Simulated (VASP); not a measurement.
A run of VASP 6.6.1:

Contents of INCAR:

```
  PREC = Accurate
  ENCUT = 520
  EDIFF = 1E-7
  ISMEAR = 0
  SIGMA = 0.1
  LREAL = F
  LASPH = T
  NELM = 60
  ALGO = Normal
  ISIF = 2
  LWAVE = F
  LCHARG = F
  GGA = PE
  NBANDS = 12
```

Contents of KPOINTS:

```
regular mesh
0
Gamma
  18 18 18
```

File POSCAR:

```
Ta
1.0
   -1.6595270125      1.6595270125      1.6595270125
    1.6595270125     -1.6595270125      1.6595270125
    1.6595270125      1.6595270125     -1.6595270125
Ta
1
Direct
    0.0000000000      0.0000000000      0.0000000000
```

Potentials or basis: VASP PAW PBE potentials, release 64 (Ta_pv).

Run with:

```console
$ cat potpaw_PBE.64/Ta_pv/POTCAR > POTCAR
$ mpirun -np 1 vasp_std > vasp.out
```

Hardware: 1 thread of Intel Xeon 8259CL, with other jobs on the host.

Problem. How long does it take, and how much memory?

Solution. It took 36 s on 1 thread of Intel Xeon 8259CL, with other jobs on the host, peak memory 0.17 GiB. Counts: scf iterations 11, k points 195.
